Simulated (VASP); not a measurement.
Set up this calculation in VASP 6.6.1, as the native input.

```yaml
Task: single point
Functional: PBE
Potentials_or_basis: VASP PAW PBE potentials, release 64 (Zr_sv, Nb_sv)
Cutoff: 520 eV
k_mesh: 15 × 15 × 1
Occupations: fermi-dirac, width 0.08 eV
Spin: no spin polarisation
Dipole_correction: yes
Further_INCAR_settings: ALGO = Normal; EDIFF = 1e-06; NBANDS = 38
```

The structure of Zr4Nb lies in POSCAR:

```
Zr4Nb
1.0
    3.2310992957      0.0000000000      0.0000000000
   -1.6155496478      2.7982140722      0.0000000000
    0.0000000000      0.0000000000     26.3503000000
Zr Nb
4 1
Direct
    0.0000000000      0.0000000000      0.3077549329
    0.3333333333      0.6666666667      0.3996974088
    0.3333333333      0.6666666667      0.6003025912
    0.0000000000      0.0000000000      0.6922450535
    0.0000000000      0.0000000000      0.5000000133
```

These files were run (other wordings do the same):

INCAR

```
PREC = Accurate
ENCUT = 520
EDIFF = 1E-6
ISMEAR = -1
SIGMA = 0.08
LREAL = False
LASPH = True
NELM = 100
ALGO = Normal
ISIF = 2
LWAVE = False
LCHARG = True
LDIPOL = True
IDIPOL = 3
DIPOL = 0.5 0.5 0.500
GGA = PE
LELF = True
LVHAR = True
LVACPOTAV = True
NBANDS = 38
```

KPOINTS

```
Automatic mesh
0
Gamma
  15 15 1
```

Potentials or basis: VASP PAW PBE potentials, release 64 (Zr_sv, Nb_sv).

Command:

```bash
$ cat potpaw_PBE.64/Zr_sv/POTCAR potpaw_PBE.64/Nb_sv/POTCAR > POTCAR
$ mpirun -np 1 vasp_std > vasp.out
```

Results of the run:

```
Largest force          : 0.544 eV/Å
Band gap on the k mesh : zero (an odd number of electrons rules out a gap without spin polarisation)
```

It took 4 min on 1 thread of Intel(R) Xeon(R) 6975P-C (Granite Rapids), on a shared host, peak memory 0.45 GiB.
